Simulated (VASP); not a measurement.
# Ir (P6/mmm) in VASP: further runs

Runs on Ir. Level: PBE. Tasks: single point, relaxation of cell and atoms.

Program: VASP 6.6.1. These are calculated values, not measurements. Logs are shortened: lines on timing, memory, paths and dates and some standing lists are left out, and cuts for length are marked.

## (1) The cell of the first run

It takes space group P6/mmm (No. 191, hexagonal). Conventional cell: a = 4.548 Å, b = 4.548 Å, c = 2.809 Å, α = 90.00°, β = 90.00°, γ = 120.00°. Within 3.7 Å of Ir (site symmetry 6/mmm) lie 14 Ir at 2.81 to 2.98 Å. Ir (site symmetry -6m2) has 11 Ir at 2.63 to 2.98 Å within 3.5 Å.

This isn't the form of Ir at room conditions, which is fcc.

## (2) Single point, PBE (16.77 Å³/atom)

INCAR

```
ALGO = Normal
EDIFF = 1E-6
ENCUT = 520
GGA = PE
ISIF = 2
ISMEAR = -1
LASPH = True
LCHARG = False
LREAL = False
LWAVE = False
NBANDS = 20
NELM = 80
PREC = Accurate
SIGMA = 0.1
```

KPOINTS

```
k-points
0
Gamma
  9 9 13
```

POSCAR

```
Ir
1.0
    4.5482173106      0.0000000000      0.0000000000
   -2.2741086553      3.9388717329      0.0000000000
    0.0000000000      0.0000000000      2.8086333261
Ir
3
Direct
    1.0000000000      1.0000000000      0.0000000000
    0.3333333333      0.6666666667      0.5000000000
    0.6666666667      0.3333333333      0.5000000000
```

Potentials or basis: VASP PAW PBE potentials, release 64 (Ir).

Started as:

```bash
> cat potpaw_PBE.64/Ir/POTCAR > POTCAR
> mpirun -np 1 vasp_std > vasp.out
```

OUTCAR:

```text
EDIFF = 1E-6
   ENCUT = 520
   GGA = PE
   ISIF = 2
   ISMEAR = -1
   LASPH = True
   LREAL = False
   NELM = 80
   PREC = Accurate

 ion  position               nearest neighbor table
   1  0.000  0.000  0.000-   2 2.98   3 2.98   2 2.98   3 2.98   2 2.98   2 2.98   3 2.98   3 2.98
                             3 2.98   3 2.98   2 2.98   2 2.98
   2  0.333  0.667  0.500-   3 2.63   3 2.63   3 2.63   1 2.98   1 2.98   1 2.98   1 2.98   1 2.98
                             1 2.98
   3  0.667  0.333  0.500-   2 2.63   2 2.63   2 2.63   1 2.98   1 2.98   1 2.98   1 2.98   1 2.98
                             1 2.98

  LATTYP: Found a hexagonal cell.
 ALAT       =     4.5482173106
 C/A-ratio  =     0.6175239955

  Lattice vectors:

 A1 = (   4.5482173106,   0.0000000000,   0.0000000000)
 A2 = (  -2.2741086553,   3.9388717329,   0.0000000000)
 A3 = (   0.0000000000,   0.0000000000,   2.8086333261)

Analysis of symmetry for initial positions (statically):
=====================================================================
 Subroutine PRICEL returns:
 Original cell was already a primitive cell.

 Routine SETGRP: Setting up the symmetry group for a
 hexagonal supercell.

 Subroutine GETGRP returns: Found 24 space group operations
 (whereof 24 operations were pure point group operations)
 out of a pool of 24 trial point group operations.

The static configuration has the point symmetry D_6h.

Analysis of symmetry for dynamics (positions and initial velocities):
=====================================================================
 Subroutine PRICEL returns:
 Original cell was already a primitive cell.

 Routine SETGRP: Setting up the symmetry group for a
 hexagonal supercell.

 Subroutine GETGRP returns: Found 24 space group operations
 (whereof 24 operations were pure point group operations)
 out of a pool of 24 trial point group operations.

The dynamic configuration has the point symmetry D_6h.

 Subroutine INISYM returns: Found 24 space group operations
 (whereof 24 operations are pure point group operations),
 and found     1 'primitive' translations

----------------------------------------------------------------------------------------

                                     Primitive cell

  volume of cell :      50.3162

  direct lattice vectors                    reciprocal lattice vectors
     4.548217311  0.000000000  0.000000000     0.219866363  0.126939904  0.000000000
    -2.274108655  3.938871733  0.000000000     0.000000000  0.253879808  0.000000000
     0.000000000  0.000000000  2.808633326     0.000000000  0.000000000  0.356045052

  length of vectors
     4.548217311  4.548217311  2.808633326     0.253879808  0.253879808  0.356045052

  position of ions in fractional coordinates (direct lattice)
     0.000000000  0.000000000  0.000000000
     0.333333333  0.666666667  0.500000000
     0.666666667  0.333333333  0.500000000

  ion indices of the primitive-cell ions
   primitive index   ion index
                 1           1
                 2           2
                 3           3

----------------------------------------------------------------------------------------

 KPOINTS: k-points

Automatic generation of k-mesh.
 Grid dimensions read from file:
 generate k-points for:    9    9   13

 Generating k-lattice:

  Cartesian coordinates                     Fractional coordinates (reciprocal lattice)
     0.024429596  0.014104434  0.000000000     0.111111111  0.000000000  0.000000000
     0.000000000  0.028208868  0.000000000     0.000000000  0.111111111  0.000000000
     0.000000000  0.000000000  0.027388081     0.000000000  0.000000000  0.076923077

  Length of vectors
     0.028208868  0.028208868  0.027388081

  Shift w.r.t. Gamma in fractional coordinates (k-lattice)
     0.000000000  0.000000000  0.000000000

 Subroutine IBZKPT returns following result:
 ===========================================

 Found     84 irreducible k-points:

 Following reciprocal coordinates:
            Coordinates               Weight
  0.000000  0.000000  0.000000      1.000000
  0.111111  0.000000  0.000000      6.000000
  0.222222 -0.000000  0.000000      6.000000
  0.333333 -0.000000  0.000000      6.000000
  0.444444 -0.000000  0.000000      6.000000
  0.111111  0.111111  0.000000      6.000000
[... 16 lines left out ...]
  0.333333  0.222222  0.076923     24.000000
  0.333333  0.333333  0.076923      4.000000
 [... further k-points ...]
   k-points           NKPTS =     84   k-points in BZ     NKDIM =     84   number of bands    NBANDS=     20
   number of dos      NEDOS =    301   number of ions     NIONS =      3
   total plane-waves  NPLWV =  31104
   dimension x,y,z NGX =    36 NGY =   36 NGZ =   24
   dimension x,y,z NGXF=    72 NGYF=   72 NGZF=   48
   ions per type =               3
   NGX,Y,Z   is equivalent  to a cutoff of  13.16, 13.16, 14.21 a.u.
   NGXF,Y,Z  is equivalent  to a cutoff of  26.32, 26.32, 28.41 a.u.
 SYSTEM =  unknown system
   PREC   = accura    normal or accurate (medium, high low for compatibility)
   ISTART =      0    job   : 0-new  1-cont  2-samecut
   ICHARG =      2    charge: 1-file 2-atom 10-const
   ISPIN  =      1    spin polarized calculation?
   LNONCOLLINEAR =      F non collinear calculations
   LSORBIT =      F    spin-orbit coupling
   LASPH  =      T    aspherical Exc in radial PAW
   ENCUT  =  520.0 eV  38.22 Ry    6.18 a.u.   8.46  8.46  5.22*2*pi/ulx,y,z
   NELM   =     80;   NELMIN=  2; NELMDL= -5     # of ELM steps
   EDIFF  = 0.1E-05   stopping-criterion for ELM
   LREAL  =      F    real-space projection
   EDIFFG = 0.1E-04   stopping-criterion for IOM
   NSW    =      0    number of steps for IOM
   IBRION =     -1    ionic relax: 0-MD 1-quasi-New 2-CG
   NFREE  =      0    steps in history (QN), initial steepest desc. (CG)
   ISIF   =      2    stress and relaxation
   ISYM   =      2    0-nonsym 1-usesym 2-fastsym
   POTIM  = 0.5000    time-step for ionic-motion
   TEBEG  =    0.0;   TEEND  =   0.0 temperature during run
   PSTRESS=    0.0 pullay stress
   NELECT =      27.0000    total number of electrons
   NUPDOWN=      -1.0000    fix difference up-down
   EMIN   =  10.00;   EMAX   =-10.00  energy-range for DOS
   EFERMI =   0.00;   METHOD = LEGACY
   ISMEAR =    -1;   SIGMA  =   0.10  broadening in eV -4-tet -1-fermi 0-gaus
   EFERMI_NEDOS =   21; number of points for ismear=-14 and -15
   IALGO  =     38    algorithm
   IMIX   =      4    mixing-type and parameters
     AMIX     =   0.40;   BMIX     =  1.00
     AMIX_MAG =   1.60;   BMIX_MAG =  1.00
  volume/ion in A,a.u.               =      16.77       113.18
  Fermi-wavevector in a.u.,A,eV,Ry     =   1.330332  2.513963 24.079365  1.769783
  Thomas-Fermi vector in A             =   2.459427
   LORBIT       =      0    0 simple, 1 ext, 2 COOP (PROOUT), +10 PAW based schemes
   GGA     = PE    functional components
   LHFCALC =     F    Hartree Fock is set to
   AEXX    =    0.0000 exact exchange contribution
   IVDW    =     0    specifies the selected vdW correction
   LEPSILON=     F    determine dielectric tensor
   LRPA    =     F    only Hartree local field effects (RPA)
 non-spin polarized calculation
  energy-cutoff  :      520.00
  volume of cell :       50.32
 maximum number of plane-waves:      1384
 NGX is ok and might be reduce to    36
   NGX = 17   NGY = 17   NGZ = 11

 number of electron      27.0000001 magnetization

 Free energy of the ion-electron system (eV)
  ---------------------------------------------------
  ext. energy  EPLUGINS =         0.00000000
  ---------------------------------------------------
  free energy    TOTEN  =       -25.13398026 eV

  energy without entropy =      -24.94755650  energy(sigma->0) =      -25.04076838

 E-fermi :   7.6901     XC(G=0): -12.9736

 val. band max:        7.6817709800   @ k =   0.3333   0.1111   0.2308
 cond. band min:       7.6973388981   @ k =   0.2222  -0.0000   0.4615
 fundamental gap:      0.0155679182
 Fermi energy:         7.6900978985

 k-point     1 :       0.0000    0.0000    0.0000
  band No.  band energies     occupation
      1      -1.6923      2.00000
      2       1.9275      2.00000
      3       3.7551      2.00000
      4       3.9856      2.00000
      5       3.9856      2.00000
      6       4.0193      2.00000
[... 12 lines left out ...]
     19      15.2200      0.00000
     20      15.2201      0.00000

 k-point     2 :       0.1111    0.0000    0.0000
  band No.  band energies     occupation
      1      -1.5260      2.00000
      2       1.9692      2.00000
      3       3.2092      2.00000
      4       3.5900      2.00000
      5       3.6270      2.00000
      6       4.2293      2.00000
[... 12 lines left out ...]
     19      13.5523      0.00000
     20      14.7470      0.00000

 k-point     3 :       0.2222   -0.0000    0.0000
  band No.  band energies     occupation
      1      -1.0445      2.00000
      2       1.9705      2.00000
      3       2.5707      2.00000
      4       3.2021      2.00000
      5       3.3638      2.00000
      6       4.1419      2.00000
[... 12 lines left out ...]
     19      13.5629      0.00000
     20      15.8099      0.00000

 k-point     4 :       0.3333   -0.0000    0.0000
  band No.  band energies     occupation
      1      -0.3042      2.00000
      2       1.5989      2.00000
      3       2.2790      2.00000
      4       2.9300      2.00000
      5       3.2936      2.00000
      6       3.8965      2.00000
[... 429 lines left out ...]
 k-point    23 :       0.3333    0.2222    0.0769
  band No.  band energies     occupation
      1       0.8100      2.00000
      2       1.3458      2.00000
      3       1.6563      2.00000
      4       3.3523      2.00000
      5       3.5682      2.00000
      6       3.8667      2.00000
[... 12 lines left out ...]
     19      16.4084      0.00000
     20      18.5536      0.00000

 k-point    24 :       0.3333    0.3333    0.0769
  band No.  band energies     occupation
      1       0.9178      2.00000
      2       1.4701      2.00000
      3       1.4701      2.00000
      4       3.5276      2.00000
      5       3.5276      2.00000
      6       3.8956      2.00000
[... 12 lines left out ...]
     19      18.0854      0.00000
     20      18.8242      0.00000

 [... further k-points ...]

------------------------ aborting loop because EDIFF is reached ----------------------------------------

  FORCE on cell =-STRESS in cart. coord.  units (eV):
  Direction    XX          YY          ZZ          XY          YZ          ZX
  --------------------------------------------------------------------------------------
  -------------------------------------------------------------------------------------
  Total       -8.6935212     -8.6935212     -8.0506994      0.0000000      0.0000000     -0.0000000
  in kB     -276.8204763   -276.8204763   -256.3516405      0.0000000      0.0000000     -0.0000000
  external PRESSURE =    -269.9975310 kB  Pullay stress =       0.0000000 kB

 VOLUME and BASIS-vectors are now :
 -----------------------------------------------------------------------------
  energy-cutoff  :      520.00
  volume of cell :       50.32
      direct lattice vectors                 reciprocal lattice vectors
     4.548217311  0.000000000  0.000000000     0.219866363  0.126939904  0.000000000
    -2.274108655  3.938871733  0.000000000     0.000000000  0.253879808  0.000000000
     0.000000000  0.000000000  2.808633326     0.000000000  0.000000000  0.356045052

 POSITION                                       TOTAL-FORCE (eV/Angst)
 -----------------------------------------------------------------------------------
      0.00000      0.00000      0.00000        -0.000000      0.000000     -0.000000
     -0.00000      2.62591      1.40432         0.000000      0.000000      0.000000
      2.27411      1.31296      1.40432         0.000000      0.000000     -0.000000
 -----------------------------------------------------------------------------------
    total drift:                                0.000000      0.000000     -0.000000

  FREE ENERGIE OF THE ION-ELECTRON SYSTEM (eV)
  ---------------------------------------------------
  free  energy   TOTEN  =       -25.1339802556 eV

  energy  without entropy=      -24.9475564956  energy(sigma->0) =      -25.04076838
```

It took 1.8 min on 1 thread of Intel Xeon 8259CL, shared host; peak memory 0.22 GiB.

Results:

| Quantity | Value |
| --- | --- |
| Free energy | -25.1340 eV |
| Pressure | -27.0 GPa |
| Band gap on the k mesh | zero (an odd number of electrons rules out a gap without spin polarisation) |

Caveat: the cell stands under tension; spin-orbit coupling is left out, which moves the levels of the heavy elements.

## (3) Single point, PBE

This run uses another cell than the first one, of 14.98 Å³/atom.

INCAR

```
SYSTEM = Ir
ALGO = Normal
EDIFF = 1E-6
ENCUT = 520
GGA = PE
ISIF = 2
ISMEAR = -1
LASPH = .True.
LCHARG = .True.
LELF = .True.
LREAL = .False.
LVHAR = .True.
LWAVE = .False.
NBANDS = 20
NELM = 60
PREC = Accurate
SIGMA = 0.1
```

KPOINTS

```
k-points
0
Gamma
  11 11 15
  0 0 0
```

POSCAR

```
Ir
1.0
    4.3796075849      0.0000000000      0.0000000000
   -2.1898037924      3.7928514271      0.0000000000
    0.0000000000      0.0000000000      2.7045127746
Ir
3
Direct
    1.0000000000      1.0000000000      0.0000000000
    0.3333333333      0.6666666667      0.5000000000
    0.6666666667      0.3333333333      0.5000000000
```

Potentials or basis: VASP PAW PBE potentials, release 64 (Ir).

Started as:

```bash
> cat potpaw_PBE.64/Ir/POTCAR > POTCAR
> mpirun -np 1 vasp_std > vasp.out
```

Wall time 2 min (1 thread of Intel Xeon 8259CL, shared host); peak memory 0.23 GiB.

It converged, with:

```yaml
Free_energy: -25.6365 eV
Pressure: 0.3 GPa
Band_gap_on_the_k_mesh: zero (an odd number of electrons rules out a gap without spin polarisation)
```

Stress tensor (GPa, compression positive):
```
 0.53  0.00  0.00
 0.00  0.53  0.00
 0.00  0.00 -0.03
```

Levels at points of the mesh, in eV from the Fermi level:
```
           k point  band 10  band 11  band 12  band 13  band 14  band 15  band 16  band 17  band 18  band 19
(0.00, 0.00, 0.00)    -2.92    -1.97    -1.97    -1.92    -1.92     1.12     1.12     5.94     7.23     8.30
```

Caveat: spin-orbit coupling is left out, which moves the levels of the heavy elements.

(Part 1 of 2 ends here.)
